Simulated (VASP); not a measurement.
# W (Fm-3m) in VASP: further runs

Aim: see how the results for W move with the level of theory and the settings. Levels: PBE+D3(BJ), PBE+D4, LDA, PBEsol. Tasks: single point.

All numbers are computed with VASP 6.6.1; they aren't measurements. Logs are shortened: lines on timing, memory, paths and dates and some standing lists are left out, and cuts for length are marked.

## Step 1: The cell of the first run

Symmetry: Fm-3m, No. 225, cubic system. The conventional cell has a = 4.006 Å, b = 4.006 Å, c = 4.006 Å, α = 90.00°, β = 90.00°, γ = 90.00°. Within 3.7 Å of W (site symmetry m-3m) lie 12 W at 2.83 Å.

## Step 2: Single point, PBE+D3(BJ)

The input, INCAR:

```
SYSTEM = W
  PREC = Accurate
  ENCUT = 520
  EDIFF = 1E-6
  ISMEAR = -1
  SIGMA = 0.05
  LREAL = .False.
  LASPH = .True.
  NELM = 100
  ALGO = Fast
  ISIF = 2
  LWAVE = .False.
  LCHARG = .True.
  GGA = PE
  IVDW = 12
  LELF = .True.
  LVHAR = .True.
  NBANDS = 13
```

The input, KPOINTS:

```
Automatic mesh
0
Gamma
  11 11 11
  0 0 0
```

The input, POSCAR:

```
W
1.0
    0.0000000000      2.0031476320      2.0031476320
    2.0031476320      0.0000000000      2.0031476320
    2.0031476320      2.0031476320      0.0000000000
W
1
Direct
    0.0000000000      0.0000000000      0.0000000000
```

Potentials or basis: VASP PAW PBE potentials, release 64 (W_sv).

Run with:

```console
> cat potpaw_PBE.64/W_sv/POTCAR > POTCAR
> mpirun -np 1 vasp_std > vasp.out
```

OUTCAR:

```text
SYSTEM = W
   PREC = Accurate
   ENCUT = 520
   EDIFF = 1E-6
   ISMEAR = -1
   LREAL = .False.
   LASPH = .True.
   NELM = 100
   ISIF = 2
   GGA = PE
   IVDW = 12
 IVDW          = 12

 ion  position               nearest neighbor table
   1  0.000  0.000  0.000-

  LATTYP: Found a face centered cubic cell.
 ALAT       =     4.0062952640

  Lattice vectors:

 A1 = (   0.0000000000,   2.0031476320,   2.0031476320)
 A2 = (   2.0031476320,   0.0000000000,   2.0031476320)
 A3 = (   2.0031476320,   2.0031476320,   0.0000000000)

Analysis of symmetry for initial positions (statically):
=====================================================================
 Subroutine PRICEL returns:
 Original cell was already a primitive cell.

 Routine SETGRP: Setting up the symmetry group for a
 face centered cubic supercell.

 Subroutine GETGRP returns: Found 48 space group operations
 (whereof 48 operations were pure point group operations)
 out of a pool of 48 trial point group operations.

The static configuration has the point symmetry O_h .

Analysis of symmetry for dynamics (positions and initial velocities):
=====================================================================
 Subroutine PRICEL returns:
 Original cell was already a primitive cell.

 Routine SETGRP: Setting up the symmetry group for a
 face centered cubic supercell.

 Subroutine GETGRP returns: Found 48 space group operations
 (whereof 48 operations were pure point group operations)
 out of a pool of 48 trial point group operations.

The dynamic configuration has the point symmetry O_h .

 Subroutine INISYM returns: Found 48 space group operations
 (whereof 48 operations are pure point group operations),
 and found     1 'primitive' translations

----------------------------------------------------------------------------------------

                                     Primitive cell

  volume of cell :      16.0757

  direct lattice vectors                    reciprocal lattice vectors
     0.000000000  2.003147632  2.003147632    -0.249607164  0.249607164  0.249607164
     2.003147632  0.000000000  2.003147632     0.249607164 -0.249607164  0.249607164
     2.003147632  2.003147632  0.000000000     0.249607164  0.249607164 -0.249607164

  length of vectors
     2.832878549  2.832878549  2.832878549     0.432332290  0.432332290  0.432332290

[... 83 lines left out ...]
   NFREE  =      0    steps in history (QN), initial steepest desc. (CG)
   ISIF   =      2    stress and relaxation
   ISYM   =      2    0-nonsym 1-usesym 2-fastsym
   POTIM  = 0.5000    time-step for ionic-motion
   TEBEG  =    0.0;   TEEND  =   0.0 temperature during run
   PSTRESS=    0.0 pullay stress
   NELECT =      14.0000    total number of electrons
   NUPDOWN=      -1.0000    fix difference up-down
   EMIN   =  10.00;   EMAX   =-10.00  energy-range for DOS
   EFERMI =   0.00;   METHOD = LEGACY
   ISMEAR =    -1;   SIGMA  =   0.05  broadening in eV -4-tet -1-fermi 0-gaus
   EFERMI_NEDOS =   21; number of points for ismear=-14 and -15
   IALGO  =     68    algorithm
   IMIX   =      4    mixing-type and parameters
     AMIX     =   0.40;   BMIX     =  1.00
     AMIX_MAG =   1.60;   BMIX_MAG =  1.00
  volume/ion in A,a.u.               =      16.08       108.48
  Fermi-wavevector in a.u.,A,eV,Ry     =   1.563368  2.954337 33.254265  2.444120
  Thomas-Fermi vector in A             =   2.666150
   LORBIT       =      0    0 simple, 1 ext, 2 COOP (PROOUT), +10 PAW based schemes
   GGA     = PE    functional components
   LHFCALC =     F    Hartree Fock is set to
   AEXX    =    0.0000 exact exchange contribution
   IVDW    =    12    specifies the selected vdW correction
   LEPSILON=     F    determine dielectric tensor
   LRPA    =     F    only Hartree local field effects (RPA)
 non-spin polarized calculation
 RMM-DIIS sequential band-by-band and
  energy-cutoff  :      520.00
  volume of cell :       16.08
 maximum number of plane-waves:       444
 NGX is ok and might be reduce to    24
   NGX = 11   NGY = 11   NGZ = 11

 number of electron      14.0000000 magnetization

 Free energy of the ion-electron system (eV)
  ---------------------------------------------------
  ext. energy  EPLUGINS =         0.00000000
  ---------------------------------------------------
  free energy    TOTEN  =       -12.47591844 eV

  energy without entropy =      -12.46785871  energy(sigma->0) =      -12.47188857

 E-fermi :  10.7613     XC(G=0): -13.5519

 val. band max:       10.7140284631   @ k =  -0.2727   0.0909   0.0000
 cond. band min:      10.7817232008   @ k =   0.1818   0.0909   0.0000
 fundamental gap:      0.0676947377
 Fermi energy:        10.7612624884

 k-point     1 :       0.0000    0.0000    0.0000
  band No.  band energies     occupation
      1     -62.8638      2.00000
      2     -26.4667      2.00000
      3     -26.4667      2.00000
      4     -26.4667      2.00000
      5       1.6755      2.00000
      6      10.1905      1.99998
      7      10.1905      1.99998
      8      10.1905      1.99998
      9      13.4087      0.00000
     10      13.4087      0.00000
     11      23.5887      0.00000
     12      28.9087      0.00000
     13      28.9087      0.00000
[... 354 lines left out ...]
  band No.  band energies     occupation
      1     -62.7865      2.00000
      2     -27.1569      2.00000
      3     -26.7566      2.00000
      4     -26.5493      2.00000
      5       4.9068      2.00000
      6       8.6204      2.00000
      7      10.0942      2.00000
      8      11.7349      0.00000
      9      11.8067      0.00000
     10      15.4201      0.00000
     11      25.2363      0.00000
     12      28.7946      0.00000
     13      29.7135      0.00000

 [... further k-points ...]

------------------------ aborting loop because EDIFF is reached ----------------------------------------

 Edisp (eV)   -0.68515

 E8    (eV) :    -0.3512

  FORCE on cell =-STRESS in cart. coord.  units (eV):
  Direction    XX          YY          ZZ          XY          YZ          ZX
  --------------------------------------------------------------------------------------
  -------------------------------------------------------------------------------------
  Total       0.04734     0.04734     0.04734    -0.00000    -0.00000    -0.00000
  in kB       4.71861     4.71861     4.71861    -0.00000    -0.00000    -0.00000
  external pressure =        4.72 kB  Pullay stress =        0.00 kB

 VOLUME and BASIS-vectors are now :
 -----------------------------------------------------------------------------
  energy-cutoff  :      520.00
  volume of cell :       16.08
      direct lattice vectors                 reciprocal lattice vectors
     0.000000000  2.003147632  2.003147632    -0.249607164  0.249607164  0.249607164
     2.003147632  0.000000000  2.003147632     0.249607164 -0.249607164  0.249607164
     2.003147632  2.003147632  0.000000000     0.249607164  0.249607164 -0.249607164

 POSITION                                       TOTAL-FORCE (eV/Angst)
 -----------------------------------------------------------------------------------
      0.00000      0.00000      0.00000         0.000000      0.000000      0.000000
 -----------------------------------------------------------------------------------
    total drift:                               -0.000000      0.000000     -0.000000

  FREE ENERGIE OF THE ION-ELECTRON SYSTEM (eV)
  ---------------------------------------------------
  free  energy   TOTEN  =       -13.1610637261 eV

  energy  without entropy=      -13.1530039896  energy(sigma->0) =      -13.15703386
```

OSZICAR:

```text
N       E                     dE             d eps       ncg     rms          rms(c)
DAV:   1     0.800425041672E+02    0.80043E+02   -0.74756E+03  1464   0.122E+03
DAV:   2    -0.116177542080E+02   -0.91660E+02   -0.88412E+02  1606   0.307E+02
DAV:   3    -0.130676113669E+02   -0.14499E+01   -0.14454E+01  1626   0.378E+01
DAV:   4    -0.130735654867E+02   -0.59541E-02   -0.59540E-02  1636   0.266E+00
DAV:   5    -0.130736186420E+02   -0.53155E-04   -0.53155E-04  1626   0.234E-01    0.198E+01
RMM:   6    -0.126003625069E+02    0.47326E+00   -0.38169E-01  1571   0.581E+00    0.821E+00
RMM:   7    -0.124793384771E+02    0.12102E+00   -0.25963E-01  1585   0.481E+00    0.680E-01
RMM:   8    -0.124759445714E+02    0.33939E-02   -0.10122E-02  1785   0.111E+00    0.126E-01
RMM:   9    -0.124759059733E+02    0.38598E-04   -0.17022E-03  1765   0.491E-01    0.103E-01
RMM:  10    -0.124759205982E+02   -0.14625E-04   -0.21682E-04  1854   0.179E-01    0.219E-02
RMM:  11    -0.124759166541E+02    0.39441E-05   -0.62654E-05  1801   0.962E-02    0.741E-03
RMM:  12    -0.124759184814E+02   -0.18272E-05   -0.14922E-05  1701   0.467E-02    0.758E-03
RMM:  13    -0.124759184421E+02    0.39297E-07   -0.31328E-06  1287   0.203E-02
   1 F= -.13161064E+02 E0= -.13157034E+02  d E =-.805974E-02
```

stdout:

```text
POSCAR found type information on POSCAR W
 POSCAR found :  1 types and       1 ions
 scaLAPACK will be used
 LDA part: xc-table for (Slater+PW92), standard interpolation
 POSCAR, INCAR and KPOINTS ok, starting setup
 FFT: planning ... GRIDC
 FFT: planning ... GRID_SOFT
 FFT: planning ... GRID
 WAVECAR not read
 entering main loop
```

Run time: 19 s. Hardware: 1 thread of Intel Xeon Platinum 8259CL at 2.50GHz (Skylake/Cascade Lake), shared host; peak memory 0.15 GiB.

What came out:

```
Free energy                : -13.1611 eV
Pressure                   : 0.5 GPa
Band gap on the k mesh     : zero (band 7 reaches 13.55 eV, above the bottom of band 8 at 10.19 eV)
Dispersion energy per atom : -0.685 eV
```

Levels at points of the mesh, in eV from the Fermi level:
| k point | band 3 | band 4 | band 5 | band 6 | band 7 | band 8 | band 9 | band 10 | band 11 | band 12 |
| --- | --- | --- | --- | --- | --- | --- | --- | --- | --- | --- |
| (0.00, 0.00, 0.00) | -37.23 | -37.23 | -9.09 | -0.57 | -0.57 | -0.57 | 2.65 | 2.65 | 12.83 | 18.15 |

Caveat: spin-orbit coupling is left out, which moves the levels of the heavy elements; pairwise dispersion overbinds metals, which lowers pressure and volume.

## Step 3: Single point, PBE+D4

The input, INCAR:

```
ALGO = Normal
EDIFF = 1E-7
ENCUT = 520
GGA = PE
ISIF = 2
ISMEAR = -1
IVDW = 13
LASPH = T
LCHARG = F
LREAL = F
LWAVE = F
NBANDS = 13
NELM = 80
PREC = Accurate
SIGMA = 0.05
```

The input, KPOINTS:

```
k-points
0
Gamma
  11 11 11
```

The input, POSCAR:

```
W
1.0
    0.0000000000      2.0039521960      2.0039521960
    2.0039521960      0.0000000000      2.0039521960
    2.0039521960      2.0039521960      0.0000000000
W
1
Direct
    0.0000000000      0.0000000000      0.0000000000
```

Potentials or basis: VASP PAW PBE potentials, release 64 (W_sv).

Run with:

```console
> cat potpaw_PBE.64/W_sv/POTCAR > POTCAR
> mpirun -np 1 vasp_std > vasp.out
```

OUTCAR:

```text
EDIFF = 1E-7
   ENCUT = 520
   GGA = PE
   ISIF = 2
   ISMEAR = -1
   IVDW = 13
   LASPH = T
   LREAL = F
   NELM = 80
   PREC = Accurate

 ion  position               nearest neighbor table
   1  0.000  0.000  0.000-

  LATTYP: Found a face centered cubic cell.
 ALAT       =     4.0079043920

  Lattice vectors:

 A1 = (   0.0000000000,   2.0039521960,   2.0039521960)
 A2 = (   2.0039521960,   0.0000000000,   2.0039521960)
 A3 = (   2.0039521960,   2.0039521960,   0.0000000000)

Analysis of symmetry for initial positions (statically):
=====================================================================
 Subroutine PRICEL returns:
 Original cell was already a primitive cell.

 Routine SETGRP: Setting up the symmetry group for a
 face centered cubic supercell.

 Subroutine GETGRP returns: Found 48 space group operations
 (whereof 48 operations were pure point group operations)
 out of a pool of 48 trial point group operations.

The static configuration has the point symmetry O_h .

Analysis of symmetry for dynamics (positions and initial velocities):
[... 167 lines left out ...]
      2     -26.4875      2.00000
      3     -26.4875      2.00000
      4     -26.4875      2.00000
      5       1.6649      2.00000
      6      10.1753      1.99998
      7      10.1753      1.99998
      8      10.1753      1.99998
      9      13.3879      0.00000
     10      13.3879      0.00000
     11      23.5705      0.00000
     12      28.8844      0.00000
     13      28.8844      0.00000
[... 354 lines left out ...]
  band No.  band energies     occupation
      1     -62.8061      2.00000
      2     -27.1748      2.00000
      3     -26.7762      2.00000
      4     -26.5697      2.00000
      5       4.8926      2.00000
      6       8.6072      2.00000
      7      10.0793      2.00000
      8      11.7175      0.00000
      9      11.7891      0.00000
     10      15.3957      0.00000
     11      25.2091      0.00000
     12      28.7669      0.00000
     13      29.6812      0.00000

 [... further k-points ...]

------------------------ aborting loop because EDIFF is reached ----------------------------------------

  DFT-D4 for vdW energy calculation

  Edisp (eV):   -0.71170

  FORCE on cell =-STRESS in cart. coord.  units (eV):
  Direction    XX          YY          ZZ          XY          YZ          ZX
  --------------------------------------------------------------------------------------
  -------------------------------------------------------------------------------------
  Total       0.05158     0.05158     0.05158    -0.00000     0.00000     0.00000
  in kB       5.13486     5.13486     5.13486    -0.00000     0.00000     0.00000
  external pressure =        5.13 kB  Pullay stress =        0.00 kB

 VOLUME and BASIS-vectors are now :
 -----------------------------------------------------------------------------
  energy-cutoff  :      520.00
  volume of cell :       16.10
      direct lattice vectors                 reciprocal lattice vectors
     0.000000000  2.003952196  2.003952196    -0.249506950  0.249506950  0.249506950
     2.003952196  0.000000000  2.003952196     0.249506950 -0.249506950  0.249506950
     2.003952196  2.003952196  0.000000000     0.249506950  0.249506950 -0.249506950

 POSITION                                       TOTAL-FORCE (eV/Angst)
 -----------------------------------------------------------------------------------
      0.00000      0.00000      0.00000         0.000000      0.000000      0.000000
 -----------------------------------------------------------------------------------
    total drift:                               -0.000000     -0.000000     -0.000000

  FREE ENERGIE OF THE ION-ELECTRON SYSTEM (eV)
  ---------------------------------------------------
  free  energy   TOTEN  =       -13.1885119390 eV

  energy  without entropy=      -13.1804383040  energy(sigma->0) =      -13.18447512
```

Wall time 15 s (1 thread of Intel Xeon Platinum 8259CL at 2.50GHz (Skylake/Cascade Lake), shared host); peak memory 0.14 GiB.

What came out:

```yaml
Free_energy: -13.1885 eV
Pressure: 0.5 GPa
Band_gap_on_the_k_mesh: zero (band 7 reaches 13.52 eV, above the bottom of band 8 at 10.18 eV)
Dispersion_energy_per_atom: -0.712 eV
```

Levels at points of the mesh, in eV from the Fermi level:
```
           k point  band 5  band 6  band 7  band 8  band 9  band 10
(0.00, 0.00, 0.00)   -9.08   -0.57   -0.57   -0.57    2.64     2.64
```

Caveat: spin-orbit coupling is left out, which moves the levels of the heavy elements; pairwise dispersion overbinds metals, which lowers pressure and volume.

## Step 4: Single point, LDA

This run uses another cell than the first one, of 16.73 Å³/atom, 1.041 times its volume.

The input, INCAR:

```
ALGO = Normal
EDIFF = 1E-6
ENCUT = 520
ISIF = 2
ISMEAR = -1
LASPH = T
LCHARG = F
LREAL = F
LWAVE = F
NBANDS = 13
NELM = 100
PREC = Accurate
SIGMA = 0.05
```

The input, KPOINTS:

```
k-points
0
Gamma
  6 6 6
```

The input, POSCAR:

```
W
1.0
    0.0000000000      2.0300000000      2.0300000000
    2.0300000000      0.0000000000      2.0300000000
    2.0300000000      2.0300000000      0.0000000000
W
1
Direct
    0.0000000000      0.0000000000      0.0000000000
```

Potentials or basis: VASP PAW LDA potentials, release 64 (W_sv).

Run with:

```console
> cat potpaw_LDA.64/W_sv/POTCAR > POTCAR
> mpirun -np 1 vasp_std > vasp.out
```

Wall time 1.9 s (1 thread of AMD EPYC 9R45 (Zen 5), shared host); peak memory 0.1 GiB.

It converged, with:

```
Free energy            : -13.5126 eV
Pressure               : -16.6 GPa
Band gap on the k mesh : zero (band 7 reaches 13.17 eV, above the bottom of band 8 at 9.54 eV)
```

Levels at points of the mesh, in eV from the Fermi level:
```tsv
k point	band 5	band 6	band 7	band 8	band 9	band 10
(0.00, 0.00, 0.00)	-8.96	-0.71	-0.71	-0.71	2.30	2.30
(0.50, 0.00, 0.00)	-5.63	-0.94	-0.94	0.57	4.73	4.73
(0.50, 0.50, 0.00)	-5.50	-4.55	2.92	4.67	5.45	5.45
```

Caveat: the k points lie up to 0.45 Å⁻¹ apart; spin-orbit coupling is left out, which moves the levels of the heavy elements.

## Step 5: Single point, PBEsol

This run uses another cell than the first one, of 16.73 Å³/atom, 1.041 times its volume.

The input, INCAR:

```
SYSTEM = W
  PREC = Accurate
  ENCUT = 520
  EDIFF = 1E-6
  ISMEAR = -1
  SIGMA = 0.05
  LREAL = .FALSE.
  LASPH = .TRUE.
  NELM = 80
  ALGO = Normal
  ISIF = 2
  LWAVE = .FALSE.
  LCHARG = .FALSE.
  GGA = PS
  NBANDS = 13
```

The input, KPOINTS:

```
Automatic mesh
0
G
  6 6 6
  0 0 0
```

POSCAR is that of step 4.

Potentials or basis: VASP PAW PBE potentials, release 64 (W_sv).

Run with:

```console
> cat potpaw_PBE.64/W_sv/POTCAR > POTCAR
> mpirun -np 1 vasp_std > vasp.out
```

Wall time 2.2 s (1 thread of AMD EPYC 9R45 (Zen 5), shared host); peak memory 0.11 GiB.

The run converged. Its results:

| Property | Result |
| --- | --- |
| Free energy | -13.2315 eV |
| Pressure | -11.8 GPa |
| Band gap on the k mesh | zero (band 7 reaches 13.02 eV, above the bottom of band 8 at 9.53 eV) |

Levels at points of the mesh, in eV from the Fermi level:
```tsv
k point	band 5	band 6	band 7	band 8	band 9	band 10
(0.00, 0.00, 0.00)	-9.07	-0.69	-0.69	-0.69	2.34	2.34
(0.50, 0.00, 0.00)	-5.66	-0.91	-0.91	0.43	4.77	4.77
(0.50, 0.50, 0.00)	-5.52	-4.55	2.80	4.72	5.48	5.48
```

Caveat: the k points lie up to 0.45 Å⁻¹ apart; the PAW data sets were made with another functional, which shifts forces and pressure a little; spin-orbit coupling is left out, which moves the levels of the heavy elements.

## Step 6: The runs side by side

| level | potentials or basis | cell | k mesh | gap on the mesh (eV) | pressure (GPa) |
| --- | --- | --- | --- | --- | --- |
| PBE+D3(BJ) | VASP PAW PBE potentials, release 64 (W_sv) | a = 2.833 Å, angles 60.0°, 1 atom | 11 × 11 × 11 | none | 0.5 |
| PBE+D4 | VASP PAW PBE potentials, release 64 (W_sv) | a = 2.834 Å, angles 60.0°, 1 atom | 11 × 11 × 11 | none | 0.5 |
| LDA | VASP PAW LDA potentials, release 64 (W_sv) | a = 2.871 Å, angles 60.0°, 1 atom | 6 × 6 × 6 | none | -16.6 |
| PBEsol | VASP PAW PBE potentials, release 64 (W_sv) | a = 2.871 Å, angles 60.0°, 1 atom | 6 × 6 × 6 | none | -11.8 |

Alike in all rows: task single point; no spin polarisation; cutoff (eV) 520; smearing fermi-dirac 0.05 eV.

Caveats: some runs use coarse meshes; spin-orbit coupling is left out, which moves the levels of the heavy elements; pairwise dispersion overbinds metals, which lowers pressure and volume (some runs); the PAW data sets were made with another functional, which shifts forces and pressure a little (some runs).

Total energies depend on the potentials used, so only differences within one code and one set of settings carry meaning.
